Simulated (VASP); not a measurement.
# SnSe2 (P-3m1) in VASP: further runs, part 2 of 2

VASP 6.6.1. The steps go on from the part before.

## (3) Relaxation of shape and atoms at fixed volume, PBE (33.26 Å³/atom)

This run uses another cell than the first one, of 33.26 Å³/atom.

INCAR reads:

```
  PREC = Accurate
  ENCUT = 600
  EDIFF = 1E-7
  ISMEAR = 0
  SIGMA = 0.02
  LREAL = F
  LASPH = T
  NELM = 100
  ALGO = Normal
  ISIF = 4
  LWAVE = F
  LCHARG = F
  GGA = PE
  IBRION = 2
  NSW = 50
  EDIFFG = -0.01
```

KPOINTS reads:

```
Automatic mesh
0
Gamma
  12 12 4
```

POSCAR reads:

```
SnSe2
1.0
    3.9209364989      0.0000000000      0.0000000000
   -1.9604682494      3.3956306146      0.0000000000
    0.0000000000      0.0000000000      7.4952258209
Sn Se
1 2
Direct
    0.0000000000      0.0000000000      0.0000000000
    0.3333333333      0.6666666667      0.2153954083
    0.6666666667      0.3333333333      0.7846045917
```

Potentials or basis: VASP PAW PBE potentials, release 64 (Sn_d, Se).

Started as:

```bash
$ cat potpaw_PBE.64/Sn_d/POTCAR potpaw_PBE.64/Se/POTCAR > POTCAR
$ mpirun -np 1 vasp_std > vasp.out
```

OUTCAR:

```text
PREC = Accurate
   ENCUT = 600
   EDIFF = 1E-7
   ISMEAR = 0
   LREAL = F
   LASPH = T
   NELM = 100
   ISIF = 4
   GGA = PE
   IBRION = 2
   NSW = 50
   EDIFFG = -0.01

 ion  position               nearest neighbor table
   1  0.000  0.000  0.000-   2 2.78   3 2.78   2 2.78   3 2.78   3 2.78   2 2.78
   2  0.333  0.667  0.215-   1 2.78   1 2.78   1 2.78
   3  0.667  0.333  0.785-   1 2.78   1 2.78   1 2.78

  LATTYP: Found a hexagonal cell.
 ALAT       =     3.9209364989
 C/A-ratio  =     1.9115907190

  Lattice vectors:

 A1 = (   3.9209364989,   0.0000000000,   0.0000000000)
 A2 = (  -1.9604682494,   3.3956306146,   0.0000000000)
 A3 = (   0.0000000000,   0.0000000000,   7.4952258209)

Analysis of symmetry for initial positions (statically):
=====================================================================
 Subroutine PRICEL returns:
 Original cell was already a primitive cell.

 Routine SETGRP: Setting up the symmetry group for a
 hexagonal supercell.

 Subroutine GETGRP returns: Found 12 space group operations
 (whereof 12 operations were pure point group operations)
 out of a pool of 24 trial point group operations.

The static configuration has the point symmetry D_3d.

Analysis of symmetry for dynamics (positions and initial velocities):
=====================================================================
 Subroutine PRICEL returns:
 Original cell was already a primitive cell.

 Routine SETGRP: Setting up the symmetry group for a
 hexagonal supercell.

 Subroutine GETGRP returns: Found 12 space group operations
 (whereof 12 operations were pure point group operations)
 out of a pool of 24 trial point group operations.

The dynamic configuration has the point symmetry D_3d.

 Subroutine INISYM returns: Found 12 space group operations
 (whereof 12 operations are pure point group operations),
 and found     1 'primitive' translations

[... 124 lines left out ...]
   IVDW    =     0    specifies the selected vdW correction
   LEPSILON=     F    determine dielectric tensor
   LRPA    =     F    only Hartree local field effects (RPA)
 conjugate gradient relaxation of ions
 non-spin polarized calculation
 Gauss-broadening in eV      SIGMA  =   0.02
  energy-cutoff  :      600.00
  volume of cell :       99.79
 maximum number of plane-waves:      3352
   NGX = 15   NGY = 15   NGZ = 29

--------------------------------------- Ionic step        1  -------------------------------------------

 number of electron      25.9999999 magnetization

 Free energy of the ion-electron system (eV)
  ---------------------------------------------------
  ext. energy  EPLUGINS =         0.00000000
  ---------------------------------------------------
  free energy    TOTEN  =       -11.85310608 eV

  energy without entropy =      -11.85310608  energy(sigma->0) =      -11.85310608

------------------------ aborting loop because EDIFF is reached ----------------------------------------

  FORCE on cell =-STRESS in cart. coord.  units (eV):
  Direction    XX          YY          ZZ          XY          YZ          ZX
  --------------------------------------------------------------------------------------
  -------------------------------------------------------------------------------------
  Total       -1.0887959     -1.0887959     -0.9764706     -0.0000000      0.0000000      0.0000000
  in kB      -17.4808315    -17.4808315    -15.6774262     -0.0000000      0.0000000      0.0000000
  external PRESSURE =     -16.8796964 kB  Pullay stress =       0.0000000 kB
[... 209 lines left out ...]
--------------------------------------- Ionic step        7  -------------------------------------------

 number of electron      25.9999994 magnetization

 Free energy of the ion-electron system (eV)
  ---------------------------------------------------
  ext. energy  EPLUGINS =         0.00000000
  ---------------------------------------------------
  free energy    TOTEN  =       -11.87146296 eV

  energy without entropy =      -11.87146296  energy(sigma->0) =      -11.87146296

 E-fermi :   1.8734     XC(G=0):  -8.0243

 val. band max:        1.7492014678   @ k =   0.1667  -0.0000   0.0000
 cond. band min:       2.4903078027   @ k =   0.5000   0.0000   0.5000
 fundamental gap:      0.7411063349
 Fermi energy:         1.8734169354

 k-point     1 :       0.0000    0.0000    0.0000
  band No.  band energies     occupation
      1     -19.3545      2.00000
      2     -19.3545      2.00000
      3     -19.3220      2.00000
      4     -19.3131      2.00000
      5     -19.3131      2.00000
      6     -11.5585      2.00000
[... 457 lines left out ...]
      4     -19.3148      2.00000
      5     -19.3123      2.00000
      6     -11.3065      2.00000
[... 9 lines left out ...]
     16       6.6759      0.00000
     17       6.8501      0.00000

 [... further k-points ...]

------------------------ aborting loop because EDIFF is reached ----------------------------------------

  FORCE on cell =-STRESS in cart. coord.  units (eV):
  Direction    XX          YY          ZZ          XY          YZ          ZX
  --------------------------------------------------------------------------------------
  -------------------------------------------------------------------------------------
  Total       -0.0644418     -0.0644418     -0.0676719     -0.0000000      0.0000000     -0.0000000
  in kB       -1.0346260     -1.0346260     -1.0864850     -0.0000000      0.0000000     -0.0000000
  external PRESSURE =      -1.0519123 kB  Pullay stress =       0.0000000 kB
[... 18 lines left out ...]
  FREE ENERGIE OF THE ION-ELECTRON SYSTEM (eV)
  ---------------------------------------------------
  free  energy   TOTEN  =       -11.8714629557 eV

  energy  without entropy=      -11.8714629557  energy(sigma->0) =      -11.87146296

 reached required accuracy - stopping structural energy minimisation
```

OSZICAR:

```text
N       E                     dE             d eps       ncg     rms          rms(c)
DAV:   1     0.202273306649E+03    0.20227E+03   -0.13162E+04  2350   0.177E+03
DAV:   2     0.111579880822E+02   -0.19112E+03   -0.18835E+03  2568   0.386E+02
DAV:   3    -0.113832502975E+02   -0.22541E+02   -0.22037E+02  3081   0.125E+02
[... 65 lines left out ...]
DAV:   2    -0.118714760594E+02   -0.92677E-04   -0.13008E-03  2937   0.260E-01    0.225E-02
DAV:   3    -0.118714650944E+02    0.10965E-04   -0.27506E-05  2902   0.500E-02    0.149E-02
DAV:   4    -0.118714624772E+02    0.26172E-05   -0.12633E-05  2851   0.333E-02    0.515E-03
DAV:   5    -0.118714628921E+02   -0.41493E-06   -0.24669E-06  3216   0.139E-02    0.194E-03
DAV:   6    -0.118714629557E+02   -0.63550E-07   -0.17264E-07  1916   0.418E-03
   7 F= -.11871463E+02 E0= -.11871463E+02  d E =-.121357E-03
```

Wall time 5.8 min (1 thread of Intel Xeon Platinum 8375C at 2.90GHz (Ice Lake), shared host); peak memory 0.33 GiB.

What came out:

* Free energy: -11.8715 eV
* Energy gained by relaxing: 6.1 meV/atom
* Ionic steps: 7
* Pressure after relaxing: -0.1 GPa
* Largest force after relaxing: 0.004 eV/Å
* Band gap on the k mesh: 0.74 eV (least direct gap 1.06 eV)

Forces in eV/Å, atoms in the order of the input:
```
Sn   0.000  0.000  0.000
Se   0.000  0.000 -0.004
Se   0.000  0.000  0.004
```

Step by step:
```csv
step,energy change (eV),largest force (eV/Å),pressure (GPa),volume (Å³)
1,0.0000,0.2842,-1.69,99.79
2,-0.0067,0.1811,-1.35,99.79
3,-0.0119,0.0001,-0.74,99.79
4,-0.0163,0.0137,-0.50,99.79
5,-0.0182,0.0327,-0.19,99.79
6,-0.0182,0.0319,-0.20,99.79
7,-0.0184,0.0039,-0.11,99.79
```

Final structure:
```
Sn Se
1.0
     3.87364    0.00000    0.00000
    -1.93682    3.35467    0.00000
     0.00000    0.00000    7.67939
Sn Se
1 2
Direct
  0.00000 0.00000 0.00000
  0.33333 0.66667 0.20783
  0.66667 0.33333 0.79217
```

Levels at points of the mesh, in eV from the valence-band top:
| k point | band 10 | band 11 | band 12 | band 13 | band 14 | band 15 | band 16 | band 17 |
| --- | --- | --- | --- | --- | --- | --- | --- | --- |
| (0.00, 0.00, 0.00) | -0.46 | -0.46 | -0.09 | -0.09 | 1.24 | 3.08 | 4.57 | 4.57 |
| (0.50, 0.00, 0.00) | -2.25 | -2.14 | -0.68 | -0.29 | 0.84 | 3.98 | 5.66 | 5.74 |
| (0.00, 0.00, 0.50) | -0.46 | -0.46 | -0.08 | -0.08 | 1.77 | 3.02 | 4.55 | 4.55 |
| (0.50, 0.00, 0.50) | -2.13 | -2.12 | -0.63 | -0.32 | 0.74 | 4.17 | 5.09 | 5.70 |

Caveat: semilocal functionals underestimate gaps, and a narrow one can read as zero; spin-orbit coupling is left out, which moves the levels of the heavy elements; this functional lacks dispersion, which binds layers or chains, so the pressure and a relaxed spacing across them are unreliable. A k mesh can miss the band edges.
